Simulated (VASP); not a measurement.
Write the native input for VASP 6.6.1 that does the following.

| Property | Result |
| --- | --- |
| Task | single point |
| Functional | LDA |
| Potentials or basis | VASP PAW LDA potentials, release 64 (Ca_sv, Mg) |
| Cutoff | 520 eV |
| k mesh | 14 × 14 × 14 |
| Occupations | gaussian, width 0.15 eV |
| Spin | no spin polarisation |
| Dipole correction | no |
| Further INCAR settings | ALGO = Fast; EDIFF = 1e-07; NBANDS = 13 |

The structure of CaMg lies in POSCAR:

```
CaMg
1.0
    3.7815803438      0.0000000000      0.0000000000
    0.0000000000      3.7815803438      0.0000000000
    0.0000000000      0.0000000000      4.6589069835
Ca Mg
1 1
Direct
    0.0000000000      0.0000000000      0.0000000000
    0.5000000000      0.5000000000      0.5000000000
```

The input as run:

INCAR

```
PREC = Accurate
ENCUT = 520
EDIFF = 1E-7
ISMEAR = 0
SIGMA = 0.15
LREAL = False
LASPH = True
NELM = 60
ALGO = Fast
ISIF = 2
LWAVE = False
LCHARG = False
NBANDS = 13
```

KPOINTS

```
regular mesh
0
Gamma
  14 14 14
```

Potentials or basis: VASP PAW LDA potentials, release 64 (Ca_sv, Mg).

The run is started by

```console
$ cat potpaw_LDA.64/Ca_sv/POTCAR potpaw_LDA.64/Mg/POTCAR > POTCAR
$ mpirun -np 1 vasp_std > vasp.out
```

Results of the run:

```json
{
 "Pressure": "-3.3 GPa",
 "Band gap on the k mesh": "zero (bands 6 and 7 overlap by 1.22 eV)"
}
```

Caveat: the cell stands under tension.

It took 98 s on 1 thread of Intel(R) Xeon(R) 6975P-C (Granite Rapids), with other jobs on the host, peak memory 0.38 GiB.
